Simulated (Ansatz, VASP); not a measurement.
## AlN: VASP beside Ansatz

```xyz
4
Lattice="3.3121 0.0000 0.0000 -1.6561 2.8684 0.0000 0.0000 0.0000 4.1876" Properties=species:S:1:pos:R:3 pbc="T T T"
Al    1.6561    0.9561    1.0469
Al    0.0000    1.9123    3.1407
N     1.6561    0.9561    3.1407
N     0.0000    1.9123    1.0469
```

Alike in both runs: functional HSE06; k mesh 6 × 6 × 4; occupations fermi-dirac, width 0.05 eV; no spin polarisation.

```csv
,VASP,Ansatz
version,VASP 6.6.1,Ansatz 0.2.0
potentials or method,"VASP PAW PBE potentials, release 64 (Al, N)",Ansatz PAW
plane-wave cutoff (eV),520,420
valence electrons in the cell,16,16
task,single point,band structure
```

```tsv
	VASP	Ansatz	Ansatz less VASP
gap on the k mesh at the Fermi level (eV)	4.53	4.52	-0.004
least direct gap on the mesh (eV)	4.53	4.52	-0.004
pressure (GPa)	-5.8	-5.8	+0.06
traceless stress, the component that is largest in VASP (GPa)	0.32	-0.10	-0.419
```

With one functional, cell and mesh, what is left measures potentials, basis and numerics.
